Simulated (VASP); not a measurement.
# Pb (P6_3/mmc) in VASP: single point with PBE

Aim: the single point of Pb with PBE.

All numbers are computed with VASP 6.6.1; they aren't measurements. Logs are shortened: lines on timing, memory, paths and dates and some standing lists are left out, and cuts for length are marked.

## (1) The cell of the first run

Symmetry: P6_3/mmc, No. 194, hexagonal system. The conventional cell has a = 3.506 Å, b = 3.506 Å, c = 5.506 Å, α = 90.00°, β = 90.00°, γ = 120.00°. Within 4.5 Å of Pb (site symmetry -6m2) lie 12 Pb at 3.42 to 3.51 Å.

This isn't the form of Pb at room conditions, which is fcc.

## (2) Single point, PBE (z stretched by -1.5 % at fixed volume)

INCAR

```
ALGO     = Normal         # electronic algorithm
EDIFF    = 1E-6           # SCF threshold, eV
ENCUT    = 520            # plane-wave cutoff, eV
GGA      = PE             # functional
ISIF     = 2              # what is computed and relaxed
ISMEAR   = -1             # smearing method
LASPH    = True           # aspherical terms in the spheres
LCHARG   = True           # write CHGCAR
LELF     = True           # ELF
LREAL    = False          # projectors in reciprocal space
LVHAR    = True         
LWAVE    = False          # write WAVECAR
NBANDS   = 21             # bands
NELM     = 60             # most SCF steps
PREC     = Accurate       # precision mode
SIGMA    = 0.08           # smearing width, eV
```

KPOINTS

```
k-points
0
Gamma
  14 14 8
```

POSCAR

```
Pb
1.0
    3.5063980399      0.0000000000      0.0000000000
   -1.7531990200      3.0366297783      0.0000000000
    0.0000000000      0.0000000000      5.5061500000
Pb
2
Direct
    0.3333333333      0.6666666667      0.2500000000
    0.6666666667      0.3333333333      0.7500000000
```

Potentials or basis: VASP PAW PBE potentials, release 64 (Pb_d).

Command:

```console
> cat potpaw_PBE.64/Pb_d/POTCAR > POTCAR
> mpirun -np 1 vasp_std > vasp.out
```

OUTCAR:

```text
EDIFF = 1E-6
   ENCUT = 520
   GGA = PE
   ISIF = 2
   ISMEAR = -1
   LASPH = True
   LREAL = False
   NELM = 60
   PREC = Accurate

 ion  position               nearest neighbor table
   1  0.333  0.667  0.250-   2 3.42   2 3.42   2 3.42   2 3.42   2 3.42   2 3.42
   2  0.667  0.333  0.750-   1 3.42   1 3.42   1 3.42   1 3.42   1 3.42   1 3.42

  LATTYP: Found a hexagonal cell.
 ALAT       =     3.5063980399
 C/A-ratio  =     1.5703151603

  Lattice vectors:

 A1 = (   3.5063980399,   0.0000000000,   0.0000000000)
 A2 = (  -1.7531990200,   3.0366297783,   0.0000000000)
 A3 = (   0.0000000000,   0.0000000000,   5.5061500000)

Analysis of symmetry for initial positions (statically):
=====================================================================
 Subroutine PRICEL returns:
 Original cell was already a primitive cell.

 Routine SETGRP: Setting up the symmetry group for a
 hexagonal supercell.

 Subroutine GETGRP returns: Found 24 space group operations
 (whereof 12 operations were pure point group operations)
 out of a pool of 24 trial point group operations.

The static configuration has the point symmetry D_3d.
 The point group associated with its full space group is D_6h.

Analysis of symmetry for dynamics (positions and initial velocities):
=====================================================================
 Subroutine PRICEL returns:
 Original cell was already a primitive cell.

 Routine SETGRP: Setting up the symmetry group for a
 hexagonal supercell.

 Subroutine GETGRP returns: Found 24 space group operations
 (whereof 12 operations were pure point group operations)
 out of a pool of 24 trial point group operations.

The dynamic configuration has the point symmetry D_3d.
 The point group associated with its full space group is D_6h.

 Subroutine INISYM returns: Found 24 space group operations
 (whereof 12 operations are pure point group operations),
 and found     1 'primitive' translations

----------------------------------------------------------------------------------------

                                     Primitive cell

  volume of cell :      58.6275

  direct lattice vectors                    reciprocal lattice vectors
     3.506398040  0.000000000  0.000000000     0.285192950  0.164656226  0.000000000
    -1.753199020  3.036629778  0.000000000     0.000000000  0.329312453  0.000000000
     0.000000000  0.000000000  5.506150000     0.000000000  0.000000000  0.181615103

  length of vectors
     3.506398040  3.506398040  5.506150000     0.329312453  0.329312453  0.181615103

  position of ions in fractional coordinates (direct lattice)
     0.333333333  0.666666667  0.250000000
     0.666666667  0.333333333  0.750000000

  ion indices of the primitive-cell ions
   primitive index   ion index
                 1           1
                 2           2

----------------------------------------------------------------------------------------

 KPOINTS: k-points

Automatic generation of k-mesh.
 Grid dimensions read from file:
 generate k-points for:   14   14    8

 Generating k-lattice:

  Cartesian coordinates                     Fractional coordinates (reciprocal lattice)
     0.020370925  0.011761159  0.000000000     0.071428571  0.000000000  0.000000000
     0.000000000  0.023522318  0.000000000     0.000000000  0.071428571  0.000000000
     0.000000000  0.000000000  0.022701888     0.000000000  0.000000000  0.125000000

  Length of vectors
     0.023522318  0.023522318  0.022701888

  Shift w.r.t. Gamma in fractional coordinates (k-lattice)
     0.000000000  0.000000000  0.000000000

 Subroutine IBZKPT returns following result:
 ===========================================

 Found    120 irreducible k-points:

 Following reciprocal coordinates:
            Coordinates               Weight
  0.000000  0.000000  0.000000      1.000000
  0.071429 -0.000000  0.000000      6.000000
  0.142857  0.000000  0.000000      6.000000
  0.214286  0.000000  0.000000      6.000000
  0.285714  0.000000  0.000000      6.000000
  0.357143  0.000000  0.000000      6.000000
[... 16 lines left out ...]
  0.285714  0.285714  0.000000      6.000000
  0.357143  0.285714  0.000000      6.000000
 [... further k-points ...]
   k-points           NKPTS =    120   k-points in BZ     NKDIM =    120   number of bands    NBANDS=     21
   number of dos      NEDOS =    301   number of ions     NIONS =      2
   total plane-waves  NPLWV =  32928
   dimension x,y,z NGX =    28 NGY =   28 NGZ =   42
   dimension x,y,z NGXF=    56 NGYF=   56 NGZF=   84
   ions per type =               2
   NGX,Y,Z   is equivalent  to a cutoff of  13.28, 13.28, 12.68 a.u.
   NGXF,Y,Z  is equivalent  to a cutoff of  26.55, 26.55, 25.36 a.u.
 SYSTEM =  unknown system
   PREC   = accura    normal or accurate (medium, high low for compatibility)
   ISTART =      0    job   : 0-new  1-cont  2-samecut
   ICHARG =      2    charge: 1-file 2-atom 10-const
   ISPIN  =      1    spin polarized calculation?
   LNONCOLLINEAR =      F non collinear calculations
   LSORBIT =      F    spin-orbit coupling
   LASPH  =      T    aspherical Exc in radial PAW
   ENCUT  =  520.0 eV  38.22 Ry    6.18 a.u.   6.52  6.52 10.24*2*pi/ulx,y,z
   NELM   =     60;   NELMIN=  2; NELMDL= -5     # of ELM steps
   EDIFF  = 0.1E-05   stopping-criterion for ELM
   LREAL  =      F    real-space projection
   EDIFFG = 0.1E-04   stopping-criterion for IOM
   NSW    =      0    number of steps for IOM
   IBRION =     -1    ionic relax: 0-MD 1-quasi-New 2-CG
   NFREE  =      0    steps in history (QN), initial steepest desc. (CG)
   ISIF   =      2    stress and relaxation
   ISYM   =      2    0-nonsym 1-usesym 2-fastsym
   POTIM  = 0.5000    time-step for ionic-motion
   TEBEG  =    0.0;   TEEND  =   0.0 temperature during run
   PSTRESS=    0.0 pullay stress
   NELECT =      28.0000    total number of electrons
   NUPDOWN=      -1.0000    fix difference up-down
   EMIN   =  10.00;   EMAX   =-10.00  energy-range for DOS
   EFERMI =   0.00;   METHOD = LEGACY
   ISMEAR =    -1;   SIGMA  =   0.08  broadening in eV -4-tet -1-fermi 0-gaus
   EFERMI_NEDOS =   21; number of points for ismear=-14 and -15
   IALGO  =     38    algorithm
   IMIX   =      4    mixing-type and parameters
     AMIX     =   0.40;   BMIX     =  1.00
     AMIX_MAG =   1.60;   BMIX_MAG =  1.00
  volume/ion in A,a.u.               =      29.31       197.82
  Fermi-wavevector in a.u.,A,eV,Ry     =   1.279658  2.418202 22.279864  1.637524
  Thomas-Fermi vector in A             =   2.412130
   LORBIT       =      0    0 simple, 1 ext, 2 COOP (PROOUT), +10 PAW based schemes
   GGA     = PE    functional components
   LHFCALC =     F    Hartree Fock is set to
   AEXX    =    0.0000 exact exchange contribution
   IVDW    =     0    specifies the selected vdW correction
   LEPSILON=     F    determine dielectric tensor
   LRPA    =     F    only Hartree local field effects (RPA)
 non-spin polarized calculation
  energy-cutoff  :      520.00
  volume of cell :       58.63
 maximum number of plane-waves:      1640
 NGX is ok and might be reduce to    28
   NGX = 13   NGY = 13   NGZ = 21

 number of electron      27.9999995 magnetization

 Free energy of the ion-electron system (eV)
  ---------------------------------------------------
  ext. energy  EPLUGINS =         0.00000000
  ---------------------------------------------------
  free energy    TOTEN  =        -7.03133090 eV

  energy without entropy =       -7.00676580  energy(sigma->0) =       -7.01904835

 E-fermi :   7.6268     XC(G=0): -10.3493

 val. band max:        7.6176955604   @ k =   0.2857   0.0714   0.2500
 cond. band min:       7.6337373408   @ k =   0.3571   0.2143   0.0000
 fundamental gap:      0.0160417803
 Fermi energy:         7.6267626820

 k-point     1 :       0.0000    0.0000    0.0000
  band No.  band energies     occupation
      1      -9.4726      2.00000
      2      -9.4088      2.00000
      3      -9.4087      2.00000
      4      -9.4087      2.00000
      5      -9.3819      2.00000
      6      -9.3819      2.00000
[... 13 lines left out ...]
     20      16.5351      0.00000
     21      19.1538      0.00000

 k-point     2 :       0.0714   -0.0000    0.0000
  band No.  band energies     occupation
      1      -9.4693      2.00000
      2      -9.4272      2.00000
      3      -9.3968      2.00000
      4      -9.3858      2.00000
      5      -9.3784      2.00000
      6      -9.3703      2.00000
[... 13 lines left out ...]
     20      16.9231      0.00000
     21      18.8128      0.00000

 k-point     3 :       0.1429    0.0000    0.0000
  band No.  band energies     occupation
      1      -9.4792      2.00000
      2      -9.4266      2.00000
      3      -9.3827      2.00000
      4      -9.3804      2.00000
      5      -9.3763      2.00000
      6      -9.3632      2.00000
[... 13 lines left out ...]
     20      17.9851      0.00000
     21      18.1863      0.00000

 k-point     4 :       0.2143    0.0000    0.0000
  band No.  band energies     occupation
      1      -9.5084      2.00000
      2      -9.4137      2.00000
      3      -9.4082      2.00000
      4      -9.3996      2.00000
      5      -9.3648      2.00000
      6      -9.3146      2.00000
[... 13 lines left out ...]
     20      17.4036      0.00000
     21      18.4855      0.00000

 k-point     5 :       0.2857    0.0000    0.0000
  band No.  band energies     occupation
      1      -9.5404      2.00000
      2      -9.4394      2.00000
      3      -9.4194      2.00000
      4      -9.4141      2.00000
      5      -9.3399      2.00000
      6      -9.2606      2.00000
[... 13 lines left out ...]
     20      16.7583      0.00000
     21      18.3414      0.00000
[... 382 lines left out ...]
     20      17.8989      0.00000
     21      20.0378      0.00000

 k-point    22 :       0.3571    0.2143    0.0000
  band No.  band energies     occupation
      1      -9.5405      2.00000
      2      -9.4818      2.00000
      3      -9.3965      2.00000
      4      -9.3816      2.00000
      5      -9.3124      2.00000
      6      -9.2807      2.00000
[... 13 lines left out ...]
     20      17.7761      0.00000
     21      21.9374      0.00000

 k-point    23 :       0.2857    0.2857    0.0000
  band No.  band energies     occupation
      1      -9.5452      2.00000
      2      -9.4218      2.00000
      3      -9.4139      2.00000
      4      -9.3845      2.00000
      5      -9.3210      2.00000
      6      -9.2792      2.00000
[... 13 lines left out ...]
     20      19.7607      0.00000
     21      19.9123      0.00000

 k-point    24 :       0.3571    0.2857    0.0000
  band No.  band energies     occupation
      1      -9.5523      2.00000
      2      -9.4203      2.00000
      3      -9.3796      2.00000
      4      -9.3704      2.00000
      5      -9.3373      2.00000
      6      -9.3094      2.00000
[... 13 lines left out ...]
     20      19.7708      0.00000
     21      21.7494      0.00000

 [... further k-points ...]
[... 5 lines left out ...]
  --------------------------------------------------------------------------------------
  -------------------------------------------------------------------------------------
  Total        1.1453616      1.1453616      2.2432434     -0.0000000     -0.0000000      0.0000000
  in kB       31.3005590     31.3005590     61.3035854     -0.0000000     -0.0000000      0.0000000
  external PRESSURE =      41.3015678 kB  Pullay stress =       0.0000000 kB

 VOLUME and BASIS-vectors are now :
 -----------------------------------------------------------------------------
  energy-cutoff  :      520.00
  volume of cell :       58.63
      direct lattice vectors                 reciprocal lattice vectors
     3.506398040  0.000000000  0.000000000     0.285192950  0.164656226  0.000000000
    -1.753199020  3.036629778  0.000000000     0.000000000  0.329312453  0.000000000
     0.000000000  0.000000000  5.506150000     0.000000000  0.000000000  0.181615103

 POSITION                                       TOTAL-FORCE (eV/Angst)
 -----------------------------------------------------------------------------------
     -0.00000      2.02442      1.37654        -0.000000      0.000000      0.000000
      1.75320      1.01221      4.12961         0.000000     -0.000000      0.000000
 -----------------------------------------------------------------------------------
    total drift:                                0.000000     -0.000000      0.000000

  FREE ENERGIE OF THE ION-ELECTRON SYSTEM (eV)
  ---------------------------------------------------
  free  energy   TOTEN  =        -7.0313308964 eV

  energy  without entropy=       -7.0067657970  energy(sigma->0) =       -7.01904835
```

Run time: 83 s. Hardware: 1 thread of Intel Xeon Platinum 8488C (Sapphire Rapids), shared host; peak memory 0.25 GiB.

What came out:

```yaml
Free_energy: -7.0313 eV
Pressure: 4.1 GPa
Band_gap_on_the_k_mesh: zero (bands 14 and 15 overlap by 7.31 eV)
```

Caveat: the cell stands under pressure; spin-orbit coupling is left out, which moves the levels of the heavy elements.
